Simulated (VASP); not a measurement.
SiW7: single point with PBE

Crystal: SiW7.

```
Si W
1.0
     5.02573    0.00000    0.00000
     0.00000    5.02573    0.00000
     0.00000    0.00000    5.02573
Si W
1 7
Direct
  0.00000 0.00000 0.00000
  0.50000 0.24852 0.00000
  0.50000 0.75148 0.00000
  0.75148 0.00000 0.50000
  0.24852 0.00000 0.50000
  0.00000 0.50000 0.75148
  0.00000 0.50000 0.24852
  0.50000 0.50000 0.50000
```

* Program: VASP 6.6.1
* Task: single point
* Functional: PBE
* Potentials or basis: VASP PAW PBE potentials, release 64 (Si, W_sv)
* Cutoff: 520 eV
* k mesh: 6 × 6 × 6
* Occupations: gaussian, width 0.1 eV
* Spin: no spin polarisation
* Dipole correction: no
* k mesh for the DOS: 9 × 9 × 9
* Occupations for the DOS: tetrahedron
* Further INCAR settings: ALGO = Fast; EDIFF = 1e-06

| Property | Result |
| --- | --- |
| Valence electrons inside the program's atomic spheres | Si 1.54; W 12.08, 12.13 (each value once) |

Levels at points of the mesh, in eV from the Fermi level:
| k point | band 47 | band 48 | band 49 | band 50 | band 51 | band 52 | band 53 | band 54 | band 55 | band 56 |
| --- | --- | --- | --- | --- | --- | --- | --- | --- | --- | --- |
| (0.00, 0.00, 0.00) | -1.80 | -1.80 | -0.30 | -0.30 | 0.84 | 0.84 | 0.84 | 1.76 | 1.76 | 1.76 |

It took 13 min on 1 thread of Intel Xeon 8259CL, with other jobs on the host, peak memory 0.4 GiB.

Caveat: spin-orbit coupling is left out, which moves the levels of the heavy elements.
